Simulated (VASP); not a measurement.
**Mg: electric field gradients with PBE**

Mg:

```xyz
1
Lattice="0.0000 2.2517 2.2517 2.2517 0.0000 2.2517 2.2517 2.2517 0.0000" Properties=species:S:1:pos:R:3 pbc="T T T"
Mg    0.0000    0.0000    0.0000
```

This cell differs from its parent crystal: volume scaled by 1.01.

```yaml
Program: VASP 6.6.1
Task: electric field gradients
Functional: PBE
Potentials_or_basis: VASP PAW PBE potentials, release 64 (Mg)
Cutoff: 520 eV
k_mesh: 16 × 16 × 16
Occupations: fermi-dirac, width 0.03 eV
Spin: no spin polarisation
Dipole_correction: no
Further_INCAR_settings: ALGO = Normal; EDIFF = 1e-08; NBANDS = 7
```

```
Pressure               : 0.3 GPa
Band gap on the k mesh : zero (band 1 reaches 4.10 eV, above the bottom of band 2 at 1.36 eV)
```

Levels at points of the mesh, in eV from the Fermi level:
| k point | band 1 | band 2 | band 3 | band 4 | band 5 |
| --- | --- | --- | --- | --- | --- |
| (0.00, 0.00, 0.00) | -6.93 | 12.41 | 12.41 | 12.41 | 14.37 |
| (0.50, 0.00, 0.00) | -1.70 | -1.27 | 11.31 | 11.31 | 12.16 |
| (0.50, 0.50, 0.00) | -0.21 | 0.82 | 6.12 | 6.99 | 6.99 |

It took 30 s on 1 thread of AMD EPYC 7R43 64-Core Processor (Zen 3), with other jobs on the host, peak memory 0.11 GiB.

Caveat: without QUAD_EFG the Cq values of the log hold for a quadrupole moment of 1 mb, not for the nuclei.
